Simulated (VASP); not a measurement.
Here is a VASP 6.6.1 calculation.

File INCAR:

```
ALGO = Fast
EDIFF = 1E-6
ENCUT = 520
GGA = PS
ISIF = 2
ISMEAR = 0
LASPH = True
LCHARG = False
LREAL = False
LWAVE = False
NBANDS = 18
NELM = 80
PREC = Accurate
SIGMA = 0.15
```

File KPOINTS:

```
k-points
0
Gamma
  20 20 10
```

Contents of POSCAR:

```
Au
1.0
    1.4113099650     -2.5559330250      0.0000000000
    1.4113099650      2.5559330250      0.0000000000
    0.0000000000      0.0000000000      4.8931696100
Au
2
Direct
    0.5883872269      0.1990443031      0.2500000000
    0.3346720300      0.6653279700      0.7500000000
```

Potentials or basis: VASP PAW PBE potentials, release 64 (Au).

Launch:

```console
$ cat potpaw_PBE.64/Au/POTCAR > POTCAR
$ mpirun -np 1 vasp_std > vasp.out
```

(1) Estimate the pressure.

(2) Estimate the largest force.

## Answers

(1) -4.2 GPa.

(2) 0.263 eV/Å.

Caveat: the cell differs from its parent crystal (atom 1 (Au) moved by (-0.300, -0.150) A along x and y); the cell stands under tension; the PAW data sets were made with another functional, which shifts forces and pressure a little.
